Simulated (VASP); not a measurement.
Input of a VASP 6.6.1 run:

The input INCAR:

```
  ALGO = Normal
  EDIFF = 1E-6
  EDIFFG = -0.005
  ENCUT = 600
  GGA = PS
  IBRION = 2
  ISIF = 3
  ISMEAR = 0
  LASPH = True
  LCHARG = False
  LREAL = False
  LWAVE = False
  NELM = 100
  NSW = 70
  PREC = Accurate
  SIGMA = 0.1
```

Contents of KPOINTS:

```
k-points
0
Gamma
  16 16 12
```

File POSCAR:

```
CuAu
1.0
    2.8712762975      0.0000000000      0.0000000000
    0.0000000000      2.8712762975      0.0000000000
    0.0000000000      0.0000000000      3.6404327320
Cu Au
1 1
Direct
    0.5000000000      0.5000000000      0.5000000000
    0.0000000000      0.0000000000      0.0000000000
```

Potentials or basis: VASP PAW PBE potentials, release 64 (Cu, Au).

Command:

```sh
$ cat potpaw_PBE.64/Cu/POTCAR potpaw_PBE.64/Au/POTCAR > POTCAR
$ mpirun -np 1 vasp_std > vasp.out
```

Task: What does it give for the band gap on the k mesh?

Result: Zero (band 11 reaches 14.16 eV, above the bottom of band 12 at 6.81 eV).

Task: Predict the relaxed volume.

Result: 14.23 Å³/atom.

Task: Estimate the relaxed cell.

Result: a = 2.819 Å, b = 2.819 Å, c = 3.580 Å, α = 90.00°, β = 90.00°, γ = 90.00°.

Final structure:
```
CELL_PARAMETERS angstrom
2.81923 0.00000 0.00000
0.00000 2.81923 0.00000
0.00000 0.00000 3.57987
ATOMIC_POSITIONS crystal
Cu 0.50000 0.50000 0.50000
Au 0.00000 0.00000 0.00000
```

Caveat: the PAW data sets were made with another functional, which shifts forces and pressure a little; spin-orbit coupling is left out, which moves the levels of the heavy elements.
